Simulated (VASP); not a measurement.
A run of VASP 6.6.1 is set up as follows.

File INCAR:

```
PREC     = Accurate       # precision mode
ENCUT    = 520            # plane-wave cutoff, eV
EDIFF    = 1E-7           # SCF threshold, eV
ISMEAR   = 0              # smearing method
SIGMA    = 0.05           # smearing width, eV
LREAL    = False          # projectors in reciprocal space
LASPH    = True           # aspherical terms in the spheres
NELM     = 100            # most SCF steps
ALGO     = Normal         # electronic algorithm
ISIF     = 2              # what is computed and relaxed
LWAVE    = False          # write WAVECAR
LCHARG   = True           # write CHGCAR
GGA      = PS             # functional
LELF     = True           # ELF
LVHAR    = True         
NBANDS   = 49             # bands
```

File KPOINTS:

```
regular mesh
0
Gamma
  10 10 2
```

File POSCAR:

```
WS2
1.0
   -1.5790003843     -2.7349088907      0.0000000000
    1.5790003843     -2.7349088907      0.0000000000
    0.0000000000     -5.0141819603     18.4899900000
W S
3 6
Direct
   -0.6503986500     -0.6503986500      0.7095000000
    0.2940680167      0.2940680167      0.0428333333
    0.3218346833      0.3218346833      0.3761666667
    0.5785013400      0.5785013400      0.4598000000
   -0.3937319933     -0.3937319933      0.7931333333
    0.5507346733      0.5507346733      0.1264666667
    0.7336986500      0.7336986500      0.2905000000
   -0.2385346833     -0.2385346833      0.6238333333
   -0.2107680167     -0.2107680167      0.9571666667
```

Potentials or basis: VASP PAW PBE potentials, release 64 (W_sv, S).

The run is started by

```sh
$ cat potpaw_PBE.64/W_sv/POTCAR potpaw_PBE.64/S/POTCAR > POTCAR
$ mpirun -np 1 vasp_std > vasp.out
```

(1) Estimate the band gap on the k mesh.

(2) Predict the pressure.

(3) Estimate the largest force.

## Answers

(1) 0.53 eV.

(2) 1.1 GPa.

(3) 3.577 eV/Å.

Caveat: the cell differs from its parent crystal (the part above a cut slid along it); the PAW data sets were made with another functional, which shifts forces and pressure a little; spin-orbit coupling is left out, which moves the levels of the heavy elements; this functional lacks dispersion, which binds layers or chains, so the pressure and a relaxed spacing across them are unreliable.
